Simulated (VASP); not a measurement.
# B16P16H (a cell with a defect) in VASP: relaxation of the atoms with PBE

Aim: the relaxation of the atoms of B16P16H (a cell with a defect) with PBE.

Program: VASP 6.6.1. These are calculated values, not measurements. Logs are shortened: lines on timing, memory, paths and dates and some standing lists are left out, and cuts for length are marked.

**1. The cell of the first run**

The cell holds a defect, 33 atoms: a = 7.878 Å, b = 7.878 Å, c = 7.878 Å, α = 109.47°, β = 109.47°, γ = 109.47°.

**2. Relaxation of the atoms, PBE, collinear spin (with an interstitial atom)**

File INCAR:

```
SYSTEM = B16P16H
PREC = Accurate
ENCUT = 520
EDIFF = 1E-6
ISMEAR = 0
SIGMA = 0.01
LREAL = Auto
LASPH = .TRUE.
NELM = 150
ALGO = Normal
ISIF = 2
LWAVE = .FALSE.
LCHARG = .FALSE.
ISPIN = 2
MAGMOM = 0 0.091 0 0 0 0.091 0.091 0.091 0 0 0 0 0 0 0 0 0 0 0 0 0 0.091 0.091 0.091 0 0 0.091 0.091 0 0.091 0 0 0.091
LORBIT = 11
GGA = PE
IBRION = 2
NSW = 65
EDIFFG = -0.025
KPAR = 2
```

File KPOINTS:

```
Automatic mesh
0
Gamma
  2 2 2
  0.5 0.5 0.5
```

File POSCAR:

```
B16P16H
1.0
   -4.5481926827      4.5481926827      4.5481926827
    4.5481926827     -4.5481926827      4.5481926827
    4.5481926827      4.5481926827     -4.5481926827
B P H
16 16 1
Direct
    0.5000000000      0.5000000000      0.0000000000
    0.5000000000      0.7500000000      0.7500000000
    0.5000000000      0.0000000000      0.5000000000
    0.7500000000      0.2500000000      0.0000000000
    0.5000000000      0.2500000000      0.2500000000
    0.7500000000      0.5000000000      0.7500000000
    0.7500000000      0.7500000000      0.5000000000
    0.0000000000      0.0000000000      0.0000000000
    0.7500000000      0.0000000000      0.2500000000
    0.0000000000      0.2500000000      0.7500000000
    0.0000000000      0.5000000000      0.5000000000
    0.2500000000      0.7500000000      0.0000000000
    0.0000000000      0.7500000000      0.2500000000
    0.2500000000      0.0000000000      0.7500000000
    0.2500000000      0.2500000000      0.5000000000
    0.2500000000      0.5000000000      0.2500000000
    0.2500000000      0.5000000000      0.0000000000
    0.2500000000      0.7500000000      0.7500000000
    0.2500000000      0.0000000000      0.5000000000
    0.5000000000      0.2500000000      0.0000000000
    0.2500000000      0.2500000000      0.2500000000
    0.5000000000      0.5000000000      0.7500000000
    0.5000000000      0.7500000000      0.5000000000
    0.7500000000      0.0000000000      0.0000000000
    0.5000000000      0.0000000000      0.2500000000
    0.7500000000      0.2500000000      0.7500000000
    0.7500000000      0.5000000000      0.5000000000
    0.0000000000      0.7500000000      0.0000000000
    0.7500000000      0.7500000000      0.2500000000
    0.0000000000      0.0000000000      0.7500000000
    0.0000000000      0.2500000000      0.5000000000
    0.0000000000      0.5000000000      0.2500000000
    0.7500000000      0.7500000000      0.7500000000
```

Potentials or basis: VASP PAW PBE potentials, release 64 (B, P, H).

On the command line:

```sh
cat potpaw_PBE.64/B/POTCAR potpaw_PBE.64/P/POTCAR potpaw_PBE.64/H/POTCAR > POTCAR
mpirun -np 4 vasp_std > vasp.out
```

OUTCAR:

```text
SYSTEM = B16P16H
   PREC = Accurate
   ENCUT = 520
   EDIFF = 1E-6
   ISMEAR = 0
   LREAL = Auto
   LASPH = .TRUE.
   NELM = 150
   ISIF = 2
   ISPIN = 2
   LORBIT = 11
   GGA = PE
   IBRION = 2
   NSW = 65
   EDIFFG = -0.025

 ion  position               nearest neighbor table
   1  0.500  0.500  0.000-  17 1.97  20 1.97  22 1.97  29 1.97
   2  0.500  0.750  0.750-  18 1.97  22 1.97  23 1.97  24 1.97
   3  0.500  0.000  0.500-  19 1.97  23 1.97  25 1.97  26 1.97
   4  0.750  0.250  0.000-  20 1.97  24 1.97  26 1.97  32 1.97
   5  0.500  0.250  0.250-  20 1.97  21 1.97  25 1.97  27 1.97
   6  0.750  0.500  0.750-  22 1.97  26 1.97  27 1.97  28 1.97
[... 24 lines left out ...]
  31  0.000  0.250  0.500-   9 1.97  10 1.97  11 1.97  15 1.97
  32  0.000  0.500  0.250-   4 1.97  11 1.97  13 1.97  16 1.97
  33  0.750  0.750  0.750-

  LATTYP: Found a body centered cubic cell.
 ALAT       =     9.0963853654

  Lattice vectors:

 A1 = (  -4.5481926827,   4.5481926827,   4.5481926827)
 A2 = (   4.5481926827,  -4.5481926827,   4.5481926827)
 A3 = (   4.5481926827,   4.5481926827,  -4.5481926827)

Analysis of symmetry for initial positions (statically):
=====================================================================
 Subroutine PRICEL returns:
 Original cell was already a primitive cell.

 Routine SETGRP: Setting up the symmetry group for a
 body centered cubic supercell.

 Subroutine GETGRP returns: Found 24 space group operations
 (whereof  6 operations were pure point group operations)
 out of a pool of 48 trial point group operations.

The static configuration has the point symmetry C_3v.
 The point group associated with its full space group is T_d .

Analysis of symmetry for dynamics (positions and initial velocities):
=====================================================================
 Subroutine PRICEL returns:
 Original cell was already a primitive cell.

 Routine SETGRP: Setting up the symmetry group for a
 body centered cubic supercell.

 Subroutine GETGRP returns: Found 24 space group operations
 (whereof  6 operations were pure point group operations)
 out of a pool of 48 trial point group operations.

The dynamic configuration has the point symmetry C_3v.
 The point group associated with its full space group is T_d .

Analysis of structural, dynamic, and magnetic symmetry:
=====================================================================
 Subroutine PRICEL returns:
 Original cell was already a primitive cell.

 Routine SETGRP: Setting up the symmetry group for a
 body centered cubic supercell.

 Subroutine GETGRP returns: Found 24 space group operations
 (whereof  6 operations were pure point group operations)
 out of a pool of 48 trial point group operations.

The overall configuration has the point symmetry C_3v.
 The point group associated with its full space group is T_d .

 Subroutine INISYM returns: Found 24 space group operations
 (whereof  6 operations are pure point group operations),
 and found     1 'primitive' translations

----------------------------------------------------------------------------------------

                                     Primitive cell

  volume of cell :     376.3367

  direct lattice vectors                    reciprocal lattice vectors
    -4.548192683  4.548192683  4.548192683     0.000000000  0.109933777  0.109933777
     4.548192683 -4.548192683  4.548192683     0.109933777  0.000000000  0.109933777
     4.548192683  4.548192683 -4.548192683     0.109933777  0.109933777  0.000000000

  length of vectors
     7.877700809  7.877700809  7.877700809     0.155469838  0.155469838  0.155469838

  position of ions in fractional coordinates (direct lattice)
     0.500000000  0.500000000  0.000000000
     0.500000000  0.750000000  0.750000000
     0.500000000  0.000000000  0.500000000
     0.750000000  0.250000000  0.000000000
     0.500000000  0.250000000  0.250000000
     0.750000000  0.500000000  0.750000000
[... 25 lines left out ...]
     0.000000000  0.500000000  0.250000000
     0.750000000  0.750000000  0.750000000

  ion indices of the primitive-cell ions
   primitive index   ion index
                 1           1
                 2           2
                 3           3
                 4           4
                 5           5
                 6           6
[... 25 lines left out ...]
                32          32
                33          33

[... 24 lines left out ...]
 Found      2 irreducible k-points:

 Following reciprocal coordinates:
            Coordinates               Weight
  0.250000  0.250000  0.250000      2.000000
 -0.250000  0.250000  0.250000      6.000000
   k-points           NKPTS =      2   k-points in BZ     NKDIM =      2   number of bands    NBANDS=     82
   number of dos      NEDOS =    301   number of ions     NIONS =     33
   total plane-waves  NPLWV = 216000
   dimension x,y,z NGX =    60 NGY =   60 NGZ =   60
   dimension x,y,z NGXF=   120 NGYF=  120 NGZF=  120
   ions per type =              16  16   1
   NGX,Y,Z   is equivalent  to a cutoff of  12.66, 12.66, 12.66 a.u.
   NGXF,Y,Z  is equivalent  to a cutoff of  25.32, 25.32, 25.32 a.u.
 SYSTEM =  B16P16H
   PREC   = accura    normal or accurate (medium, high low for compatibility)
   ISTART =      0    job   : 0-new  1-cont  2-samecut
   ICHARG =      2    charge: 1-file 2-atom 10-const
   ISPIN  =      2    spin polarized calculation?
   LNONCOLLINEAR =      F non collinear calculations
   LSORBIT =      F    spin-orbit coupling
   LASPH  =      T    aspherical Exc in radial PAW
   ENCUT  =  520.0 eV  38.22 Ry    6.18 a.u.  14.65 14.65 14.65*2*pi/ulx,y,z
   NELM   =    150;   NELMIN=  2; NELMDL= -5     # of ELM steps
   EDIFF  = 0.1E-05   stopping-criterion for ELM
   LREAL  =      T    real-space projection
   EDIFFG = -.3E-01   stopping-criterion for IOM
   NSW    =     65    number of steps for IOM
   IBRION =      2    ionic relax: 0-MD 1-quasi-New 2-CG
   NFREE  =      1    steps in history (QN), initial steepest desc. (CG)
   ISIF   =      2    stress and relaxation
   ISYM   =      2    0-nonsym 1-usesym 2-fastsym
   POTIM  = 0.5000    time-step for ionic-motion
   TEBEG  =    0.0;   TEEND  =   0.0 temperature during run
   PSTRESS=    0.0 pullay stress
   NELECT =     129.0000    total number of electrons
   NUPDOWN=      -1.0000    fix difference up-down
   EMIN   =  10.00;   EMAX   =-10.00  energy-range for DOS
   EFERMI =   0.00;   METHOD = LEGACY
   ISMEAR =     0;   SIGMA  =   0.01  broadening in eV -4-tet -1-fermi 0-gaus
   EFERMI_NEDOS =   21; number of points for ismear=-14 and -15
   IALGO  =     38    algorithm
   IMIX   =      4    mixing-type and parameters
     AMIX     =   0.40;   BMIX     =  1.00
     AMIX_MAG =   1.60;   BMIX_MAG =  1.00
  volume/ion in A,a.u.               =      11.40        76.96
  Fermi-wavevector in a.u.,A,eV,Ry     =   1.145722  2.165100 17.860078  1.312679
  Thomas-Fermi vector in A             =   2.282409
   LORBIT       =     11    0 simple, 1 ext, 2 COOP (PROOUT), +10 PAW based schemes
   GGA     = PE    functional components
   LHFCALC =     F    Hartree Fock is set to
   AEXX    =    0.0000 exact exchange contribution
   IVDW    =     0    specifies the selected vdW correction
   LEPSILON=     F    determine dielectric tensor
   LRPA    =     F    only Hartree local field effects (RPA)
 conjugate gradient relaxation of ions
 spin polarized calculation
 Gauss-broadening in eV      SIGMA  =   0.01
  energy-cutoff  :      520.00
  volume of cell :      376.34
 maximum number of plane-waves:     10168
 NGX is ok and might be reduce to    60
   NGX = 29   NGY = 29   NGZ = 29

--------------------------------------- Ionic step        1  -------------------------------------------

 number of electron     129.0000011 magnetization       1.0000708

 Free energy of the ion-electron system (eV)
  ---------------------------------------------------
  ext. energy  EPLUGINS =         0.00000000
  ---------------------------------------------------
  free energy    TOTEN  =      -207.29012664 eV

  energy without entropy =     -207.29012664  energy(sigma->0) =     -207.29012664

------------------------ aborting loop because EDIFF is reached ----------------------------------------

  FORCE on cell =-STRESS in cart. coord.  units (eV):
  Direction    XX          YY          ZZ          XY          YZ          ZX
  --------------------------------------------------------------------------------------
  -------------------------------------------------------------------------------------
  Total        1.8886516      1.8886516      1.8886516     -0.0000000     -0.0000000     -0.0000000
  in kB        8.0405521      8.0405521      8.0405521     -0.0000000     -0.0000000     -0.0000000
  external PRESSURE =       8.0405521 kB  Pullay stress =       0.0000000 kB
[... 188 lines left out ...]
--------------------------------------- Ionic step        4  -------------------------------------------

 number of electron     129.0000007 magnetization       0.9999999

 Free energy of the ion-electron system (eV)
  ---------------------------------------------------
  ext. energy  EPLUGINS =         0.00000000
  ---------------------------------------------------
  free energy    TOTEN  =      -207.31642346 eV

  energy without entropy =     -207.31642346  energy(sigma->0) =     -207.31642346

 E-fermi :   7.4553     XC(G=0): -10.9210

 val. band max:        7.3799344610   @ k =  -0.2500   0.2500   0.2500
 cond. band min:       8.0718290473   @ k =   0.2500   0.2500   0.2500
 fundamental gap:      0.6918945864
 Fermi energy:         7.4553145153

 spin component 1

 k-point     1 :       0.2500    0.2500    0.2500
  band No.  band energies     occupation
      1      -7.1629      1.00000
      2      -6.9294      1.00000
      3      -6.9294      1.00000
      4      -6.9294      1.00000
      5      -4.5565      1.00000
      6      -4.3669      1.00000
[... 147 lines left out ...]
     75      10.8455      0.00000
     76      11.2385      0.00000
 Fermi energy:         7.4553145153

 spin component 2

 k-point     1 :       0.2500    0.2500    0.2500
  band No.  band energies     occupation
      1      -7.0595      1.00000
      2      -6.9069      1.00000
      3      -6.9069      1.00000
      4      -6.9069      1.00000
      5      -4.4490      1.00000
      6      -4.3362      1.00000
[... 147 lines left out ...]
     75      10.8690      0.00000
     76      11.3033      0.00000
 [bands above 76 left out]

------------------------ aborting loop because EDIFF is reached ----------------------------------------

  FORCE on cell =-STRESS in cart. coord.  units (eV):
  Direction    XX          YY          ZZ          XY          YZ          ZX
  --------------------------------------------------------------------------------------
  -------------------------------------------------------------------------------------
  Total        1.8301632      1.8301632      1.8301632     -0.0000000     -0.0000000      0.0000000
  in kB        7.7915496      7.7915496      7.7915496     -0.0000000     -0.0000000      0.0000000
  external PRESSURE =       7.7915496 kB  Pullay stress =       0.0000000 kB
[... 48 lines left out ...]
  FREE ENERGIE OF THE ION-ELECTRON SYSTEM (eV)
  ---------------------------------------------------
  free  energy   TOTEN  =      -207.3164234610 eV

  energy  without entropy=     -207.3164234610  energy(sigma->0) =     -207.31642346

 reached required accuracy - stopping structural energy minimisation

 total charge

# of ion       s       p       d       tot
------------------------------------------
    1        0.667   1.270   0.000   1.937
    2        0.664   1.249   0.000   1.913
    3        0.667   1.270   0.000   1.937
    4        0.667   1.270   0.000   1.937
    5        0.667   1.270   0.000   1.937
    6        0.664   1.249   0.000   1.913
[... 25 lines left out ...]
   32        0.992   1.573   0.000   2.566
   33        0.431   0.019   0.000   0.450
--------------------------------------------------
tot         27.005  45.363   0.000  72.368

 magnetization (x)

# of ion       s       p       d       tot
------------------------------------------
    1        0.001   0.005   0.000   0.006
    2        0.004  -0.005   0.000  -0.001
    3        0.001   0.005   0.000   0.006
    4        0.001   0.005   0.000   0.006
    5        0.001   0.005   0.000   0.006
    6        0.004  -0.005   0.000  -0.001
[... 25 lines left out ...]
   32        0.001   0.001   0.000   0.002
   33        0.241   0.002   0.000   0.243
--------------------------------------------------
tot          0.336   0.159   0.000   0.495
```

It took 2.3 min on 4 MPI ranks of AMD EPYC 9R45 (Zen 5), shared host; peak memory 0.44 GiB.

Results:

* Free energy: -207.3164 eV
* Energy gained by relaxing: 0.8 meV/atom
* Ionic steps: 4
* Pressure after relaxing: 0.8 GPa
* Largest force after relaxing: 0.020 eV/Å
* Band gap on the k mesh: 0.69 eV
* Net moment: 1.00 μB per cell
* Site moments: B +0.01, -0.00 (each value once); P +0.00, +0.02, +0.01 (each value once); H +0.24 μB
* Valence electrons inside the program's atomic spheres: B 1.94, 1.91 (each value once); P 2.57, 2.56 (each value once); H 0.45

Forces in eV/Å, atoms in the order of the input:
```
B    0.011  0.011 -0.013
B    0.005 -0.005 -0.005
B    0.011 -0.013  0.011
B    0.013 -0.011  0.011
B   -0.013 -0.011 -0.011
B   -0.005  0.005 -0.005
B   -0.005 -0.005  0.005
B    0.005  0.005  0.005
B    0.013  0.011 -0.011
B    0.011 -0.011  0.013
B   -0.013  0.011  0.011
B   -0.011  0.013  0.011
B    0.011  0.013 -0.011
B   -0.011  0.011  0.013
B   -0.011 -0.011 -0.013
B   -0.011 -0.013 -0.011
P    0.000  0.000  0.000
P   -0.009  0.009  0.009
P    0.000  0.000  0.000
P    0.000  0.000  0.000
P   -0.009 -0.009 -0.009
P    0.000  0.000 -0.004
P    0.000 -0.004  0.000
P    0.004  0.000  0.000
P    0.000  0.000  0.000
P    0.009 -0.009  0.009
P   -0.004  0.000  0.000
P    0.000  0.004  0.000
P    0.009  0.009 -0.009
P    0.000  0.000  0.004
P    0.000  0.000  0.000
P    0.000  0.000  0.000
H    0.000  0.000  0.000
```

The path:
```tsv
step	energy change (eV)	largest force (eV/Å)	pressure (GPa)
1	0.0000	0.3624	0.80
2	-0.0238	0.0777	0.77
3	-0.0240	0.0731	0.77
4	-0.0263	0.0200	0.78
```

Final structure:
```cif
data_structure
_symmetry_space_group_name_H-M 'P 1'
_symmetry_Int_Tables_number 1
_cell_length_a 7.8777
_cell_length_b 7.8777
_cell_length_c 7.8777
_cell_angle_alpha 109.471
_cell_angle_beta 109.471
_cell_angle_gamma 109.471
_cell_volume 376.34
loop_
_atom_site_label
_atom_site_type_symbol
_atom_site_fract_x
_atom_site_fract_y
_atom_site_fract_z
_atom_site_occupancy
B1 B 0.49964 0.49964 0.00028 1
B2 B 0.50091 0.75000 0.75000 1
B3 B 0.49964 0.00028 0.49964 1
B4 B 0.75000 0.25064 0.00036 1
B5 B 0.49972 0.24936 0.24936 1
B6 B 0.75000 0.50091 0.75000 1
B7 B 0.75000 0.75000 0.50091 1
B8 B 0.99909 0.99909 0.99909 1
B9 B 0.75000 0.00036 0.25064 1
B10 B 0.00036 0.25064 0.75000 1
B11 B 0.00028 0.49964 0.49964 1
B12 B 0.25064 0.75000 0.00036 1
B13 B 0.00036 0.75000 0.25064 1
B14 B 0.25064 0.00036 0.75000 1
B15 B 0.24936 0.24936 0.49972 1
B16 B 0.24936 0.49972 0.24936 1
P1 P 0.25000 0.50000 0.00000 1
P2 P 0.24911 0.75000 0.75000 1
P3 P 0.25000 0.00000 0.50000 1
P4 P 0.50000 0.25000 0.00000 1
P5 P 0.25089 0.25089 0.25089 1
P6 P 0.49805 0.49805 0.75000 1
P7 P 0.49805 0.75000 0.49805 1
P8 P 0.75000 0.00195 0.00195 1
P9 P 0.50000 0.00000 0.25000 1
P10 P 0.75000 0.24911 0.75000 1
P11 P 0.75000 0.49805 0.49805 1
P12 P 0.00195 0.75000 0.00195 1
P13 P 0.75000 0.75000 0.24911 1
P14 P 0.00195 0.00195 0.75000 1
P15 P 0.00000 0.25000 0.50000 1
P16 P 0.00000 0.50000 0.25000 1
H1 H 0.75000 0.75000 0.75000 1
```

Caveat: the cell differs from its parent crystal (with an interstitial atom).
